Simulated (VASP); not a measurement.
# Si (a cell with a defect) in VASP: notebook, part 2 of 2

VASP 6.6.1.

## Step 3: Relaxation of the atoms, PBE

File INCAR:

```
SYSTEM = Si
PREC     = Accurate       ! precision mode
ENCUT    = 520            ! plane-wave cutoff, eV
EDIFF    = 1E-6           ! SCF threshold, eV
ISMEAR   = 0              ! smearing method
SIGMA    = 0.05           ! smearing width, eV
LREAL    = Auto         
LASPH    = .TRUE.         ! aspherical terms in the spheres
NELM     = 100            ! most SCF steps
ALGO     = Normal         ! electronic algorithm
ISIF     = 2              ! what is computed and relaxed
LWAVE    = .FALSE.        ! write WAVECAR
LCHARG   = .FALSE.        ! write CHGCAR
GGA      = PE             ! functional
IBRION   = 2              ! ionic algorithm
NSW      = 80             ! ionic steps
EDIFFG   = -0.03          ! ionic threshold
```

File KPOINTS:

```
Automatic mesh
0
G
  2 2 2
  0 0 0
```

File POSCAR:

```
Si
1.0
    0.0000000000      5.4300000000      5.4300000000
    5.4300000000      0.0000000000      5.4300000000
    5.4300000000      5.4300000000      0.0000000000
Si
17
Direct
    0.0000000000      0.0000000000      0.0000000000
    0.1250000000      0.1250000000      0.1250000000
    0.0000000000      0.0000000000      0.5000000000
    0.1250000000      0.1250000000      0.6250000000
    0.0000000000      0.5000000000      0.0000000000
    0.1250000000      0.6250000000      0.1250000000
    0.0000000000      0.5000000000      0.5000000000
    0.1250000000      0.6250000000      0.6250000000
    0.5000000000      0.0000000000      0.0000000000
    0.6250000000      0.1250000000      0.1250000000
    0.5000000000      0.0000000000      0.5000000000
    0.6250000000      0.1250000000      0.6250000000
    0.5000000000      0.5000000000      0.0000000000
    0.6250000000      0.6250000000      0.1250000000
    0.5000000000      0.5000000000      0.5000000000
    0.6250000000      0.6250000000      0.6250000000
    0.7452529100      0.7546423200      0.7502327200
```

Potentials or basis: VASP PAW PBE potentials, release 64 (Si).

Command:

```bash
$ cat potpaw_PBE.64/Si/POTCAR > POTCAR
$ mpirun -np 1 vasp_std > vasp.out
```

OUTCAR:

```text
SYSTEM = Si
   PREC = Accurate
   ENCUT = 520
   EDIFF = 1E-6
   ISMEAR = 0
   LREAL = Auto
   LASPH = .TRUE.
   NELM = 100
   ISIF = 2
   GGA = PE
   IBRION = 2
   NSW = 80
   EDIFFG = -0.03

 ion  position               nearest neighbor table
   1  0.000  0.000  0.000-   2 2.35   4 2.35   6 2.35  10 2.35
   2  0.125  0.125  0.125-   1 2.35   3 2.35   5 2.35   9 2.35
   3  0.000  0.000  0.500-   2 2.35   4 2.35   8 2.35  12 2.35  17 2.72
   4  0.125  0.125  0.625-   1 2.35   3 2.35   7 2.35  11 2.35
   5  0.000  0.500  0.000-   2 2.35   6 2.35   8 2.35  14 2.35  17 2.74
   6  0.125  0.625  0.125-   1 2.35   5 2.35   7 2.35  13 2.35
   7  0.000  0.500  0.500-   4 2.35   6 2.35   8 2.35  16 2.35  17 2.74
   8  0.125  0.625  0.625-   3 2.35   5 2.35   7 2.35  15 2.35  17 2.38
   9  0.500  0.000  0.000-   2 2.35  10 2.35  12 2.35  14 2.35  17 2.69
  10  0.625  0.125  0.125-   1 2.35   9 2.35  11 2.35  13 2.35
  11  0.500  0.000  0.500-   4 2.35  10 2.35  12 2.35  16 2.35  17 2.69
  12  0.625  0.125  0.625-  17 2.32   9 2.35  11 2.35  15 2.35   3 2.35
  13  0.500  0.500  0.000-   6 2.35  10 2.35  14 2.35  16 2.35  17 2.71
  14  0.625  0.625  0.125-  17 2.35   9 2.35  13 2.35  15 2.35   5 2.35
  15  0.500  0.500  0.500-   8 2.35  12 2.35  14 2.35  16 2.35
  16  0.625  0.625  0.625-   7 2.35  11 2.35  13 2.35  15 2.35  17 2.35
  17  0.745  0.755  0.750-  12 2.32  14 2.35  16 2.35   8 2.38   9 2.69  11 2.69  13 2.71   3 2.72
                             5 2.74   7 2.74

  LATTYP: Found a face centered cubic cell.
 ALAT       =    10.8600000000

  Lattice vectors:

 A1 = (   0.0000000000,   5.4300000000,   5.4300000000)
 A2 = (   5.4300000000,   0.0000000000,   5.4300000000)
 A3 = (   5.4300000000,   5.4300000000,   0.0000000000)

Analysis of symmetry for initial positions (statically):
=====================================================================
 Subroutine PRICEL returns:
 Original cell was already a primitive cell.

 Routine SETGRP: Setting up the symmetry group for a
 face centered cubic supercell.

 Subroutine GETGRP returns: Found  1 space group operations
 (whereof  1 operations were pure point group operations)
 out of a pool of 48 trial point group operations.

The static configuration has the point symmetry C_1 .

Analysis of symmetry for dynamics (positions and initial velocities):
=====================================================================
 Subroutine PRICEL returns:
 Original cell was already a primitive cell.

 Routine SETGRP: Setting up the symmetry group for a
 face centered cubic supercell.

 Subroutine GETGRP returns: Found  1 space group operations
 (whereof  1 operations were pure point group operations)
 out of a pool of 48 trial point group operations.

The dynamic configuration has the point symmetry C_1 .

 Subroutine INISYM returns: Found  1 space group operations
 (whereof  1 operations are pure point group operations),
 and found     1 'primitive' translations

----------------------------------------------------------------------------------------

                                     Primitive cell

  volume of cell :     320.2060

  direct lattice vectors                    reciprocal lattice vectors
     0.000000000  5.430000000  5.430000000    -0.092081031  0.092081031  0.092081031
     5.430000000  0.000000000  5.430000000     0.092081031 -0.092081031  0.092081031
[... 56 lines left out ...]
     0.046040516 -0.046040516  0.046040516     0.000000000  0.500000000  0.000000000
     0.046040516  0.046040516 -0.046040516     0.000000000  0.000000000  0.500000000

  Length of vectors
     0.079744512  0.079744512  0.079744512

  Shift w.r.t. Gamma in fractional coordinates (k-lattice)
     0.000000000  0.000000000  0.000000000

 Subroutine IBZKPT returns following result:
 ===========================================

 Found      8 irreducible k-points:

 Following reciprocal coordinates:
            Coordinates               Weight
  0.000000  0.000000  0.000000      1.000000
  0.500000  0.000000  0.000000      1.000000
  0.000000  0.500000  0.000000      1.000000
  0.000000  0.000000  0.500000      1.000000
  0.500000  0.500000  0.500000      1.000000
  0.500000  0.500000  0.000000      1.000000
  0.000000  0.500000  0.500000      1.000000
  0.500000  0.000000  0.500000      1.000000
   k-points           NKPTS =      8   k-points in BZ     NKDIM =      8   number of bands    NBANDS=     43
   number of dos      NEDOS =    301   number of ions     NIONS =     17
   total plane-waves  NPLWV = 216000
   dimension x,y,z NGX =    60 NGY =   60 NGZ =   60
   dimension x,y,z NGXF=   120 NGYF=  120 NGZF=  120
   ions per type =              17
   NGX,Y,Z   is equivalent  to a cutoff of  12.99, 12.99, 12.99 a.u.
   NGXF,Y,Z  is equivalent  to a cutoff of  25.98, 25.98, 25.98 a.u.
 SYSTEM =  Si
   PREC   = accura    normal or accurate (medium, high low for compatibility)
   ISTART =      0    job   : 0-new  1-cont  2-samecut
   ICHARG =      2    charge: 1-file 2-atom 10-const
   ISPIN  =      1    spin polarized calculation?
   LNONCOLLINEAR =      F non collinear calculations
   LSORBIT =      F    spin-orbit coupling
   LASPH  =      T    aspherical Exc in radial PAW
   ENCUT  =  520.0 eV  38.22 Ry    6.18 a.u.  14.28 14.28 14.28*2*pi/ulx,y,z
   NELM   =    100;   NELMIN=  2; NELMDL= -5     # of ELM steps
   EDIFF  = 0.1E-05   stopping-criterion for ELM
   LREAL  =      T    real-space projection
   EDIFFG = -.3E-01   stopping-criterion for IOM
   NSW    =     80    number of steps for IOM
   IBRION =      2    ionic relax: 0-MD 1-quasi-New 2-CG
   NFREE  =      1    steps in history (QN), initial steepest desc. (CG)
   ISIF   =      2    stress and relaxation
   ISYM   =      2    0-nonsym 1-usesym 2-fastsym
   POTIM  = 0.5000    time-step for ionic-motion
   TEBEG  =    0.0;   TEEND  =   0.0 temperature during run
   PSTRESS=    0.0 pullay stress
   NELECT =      68.0000    total number of electrons
   NUPDOWN=      -1.0000    fix difference up-down
   EMIN   =  10.00;   EMAX   =-10.00  energy-range for DOS
   EFERMI =   0.00;   METHOD = LEGACY
   ISMEAR =     0;   SIGMA  =   0.05  broadening in eV -4-tet -1-fermi 0-gaus
   EFERMI_NEDOS =   21; number of points for ismear=-14 and -15
   IALGO  =     38    algorithm
   IMIX   =      4    mixing-type and parameters
     AMIX     =   0.40;   BMIX     =  1.00
     AMIX_MAG =   1.60;   BMIX_MAG =  1.00
  volume/ion in A,a.u.               =      18.84       127.11
  Fermi-wavevector in a.u.,A,eV,Ry     =   0.976715  1.845724 12.979587  0.953973
  Thomas-Fermi vector in A             =   2.107356
   LORBIT       =      0    0 simple, 1 ext, 2 COOP (PROOUT), +10 PAW based schemes
   GGA     = PE    functional components
   LHFCALC =     F    Hartree Fock is set to
   AEXX    =    0.0000 exact exchange contribution
   IVDW    =     0    specifies the selected vdW correction
   LEPSILON=     F    determine dielectric tensor
   LRPA    =     F    only Hartree local field effects (RPA)
 conjugate gradient relaxation of ions
 non-spin polarized calculation
 Gauss-broadening in eV      SIGMA  =   0.05
  energy-cutoff  :      520.00
  volume of cell :      320.21
 maximum number of plane-waves:      8646
 NGX is ok and might be reduce to    60
   NGX = 29   NGY = 29   NGZ = 29

--------------------------------------- Ionic step        1  -------------------------------------------

 number of electron      68.0000003 magnetization

 Free energy of the ion-electron system (eV)
  ---------------------------------------------------
  ext. energy  EPLUGINS =         0.00000000
  ---------------------------------------------------
  free energy    TOTEN  =       -87.87112172 eV

  energy without entropy =      -87.86148058  energy(sigma->0) =      -87.86630115

------------------------ aborting loop because EDIFF is reached ----------------------------------------

  FORCE on cell =-STRESS in cart. coord.  units (eV):
  Direction    XX          YY          ZZ          XY          YZ          ZX
  --------------------------------------------------------------------------------------
  -------------------------------------------------------------------------------------
  Total       11.6510241     11.6502240     11.6445917     -0.0030764     -0.3387409      0.3136718
  in kB       58.2968650     58.2928612     58.2646795     -0.0153931     -1.6949183      1.5694827
  external PRESSURE =      58.2848019 kB  Pullay stress =       0.0000000 kB
[... 242 lines left out ...]
--------------------------------------- Ionic step        6  -------------------------------------------

 number of electron      68.0000001 magnetization

 Free energy of the ion-electron system (eV)
  ---------------------------------------------------
  ext. energy  EPLUGINS =         0.00000000
  ---------------------------------------------------
  free energy    TOTEN  =       -87.99580962 eV

  energy without entropy =      -87.98585238  energy(sigma->0) =      -87.99083100

 E-fermi :   6.9101     XC(G=0):  -9.6742

 val. band max:        6.6782806824   @ k =   0.0000   0.0000   0.0000
 cond. band min:       6.9258016105   @ k =   0.5000   0.5000   0.0000
 fundamental gap:      0.2475209281
 Fermi energy:         6.9100966352

 k-point     1 :       0.0000    0.0000    0.0000
  band No.  band energies     occupation
      1      -6.3196      2.00000
      2      -3.7732      2.00000
      3      -3.6293      2.00000
      4      -3.6286      2.00000
      5      -3.6273      2.00000
      6      -2.8086      2.00000
[... 401 lines left out ...]
  FREE ENERGIE OF THE ION-ELECTRON SYSTEM (eV)
  ---------------------------------------------------
  free  energy   TOTEN  =       -87.9958096181 eV

  energy  without entropy=      -87.9858523816  energy(sigma->0) =      -87.99083100

 reached required accuracy - stopping structural energy minimisation
```

It took 6.6 min on 1 thread of Intel Xeon 6975P-C (Granite Rapids), shared host; peak memory 0.52 GiB.

What came out:

```yaml
Free_energy: -87.9958 eV
Energy_gained_by_relaxing: 7.3 meV/atom
Ionic_steps: 6
Pressure_after_relaxing: 5.3 GPa
Largest_force_after_relaxing: 0.020 eV/Å
Band_gap_on_the_k_mesh: zero (bands 34 and 35 overlap by 0.25 eV)
```

Forces in eV/Å, atoms in the order of the input:
```
Si  -0.001  0.001  0.000
Si  -0.003  0.003  0.001
Si   0.008 -0.008 -0.002
Si  -0.003  0.003  0.001
Si   0.003  0.000 -0.005
Si   0.001 -0.001  0.003
Si  -0.001 -0.003 -0.005
Si   0.001  0.000  0.005
Si  -0.003 -0.003  0.004
Si   0.001 -0.001 -0.003
Si   0.003  0.002  0.004
Si   0.003 -0.003 -0.003
Si  -0.002  0.002  0.003
Si   0.007 -0.004 -0.002
Si  -0.006  0.005  0.000
Si   0.005 -0.007 -0.002
Si  -0.015  0.014  0.001
```

Step by step:
```csv
step,energy change (eV),largest force (eV/Å),pressure (GPa)
1,0.0000,1.0571,5.83
2,-0.1214,0.1136,5.35
3,-0.1220,0.1440,5.33
4,-0.1241,0.0531,5.33
5,-0.1243,0.0644,5.33
6,-0.1247,0.0202,5.34
```

Final structure:
```
Si
1.0
     0.00000    5.43000    5.43000
     5.43000    0.00000    5.43000
     5.43000    5.43000    0.00000
Si
17
Direct
  0.00006 0.99995 0.99999
  0.12445 0.12465 0.12457
  0.00287 0.00311 0.49701
  0.12445 0.12466 0.62633
  0.00287 0.49709 0.00299
  0.12451 0.62625 0.12462
  0.00287 0.49710 0.49706
  0.13034 0.62318 0.62324
  0.49692 0.00312 0.00300
  0.62643 0.12459 0.12449
  0.49693 0.00312 0.49696
  0.62255 0.13250 0.62247
  0.49697 0.49704 0.00300
  0.62291 0.62277 0.13149
  0.49885 0.50113 0.50005
  0.62294 0.62280 0.62285
  0.74835 0.75158 0.75010
```

Caveat: the k points lie up to 0.50 Å⁻¹ apart.

The gap in the log of VASP goes by the Fermi energy; the results here count the filled bands.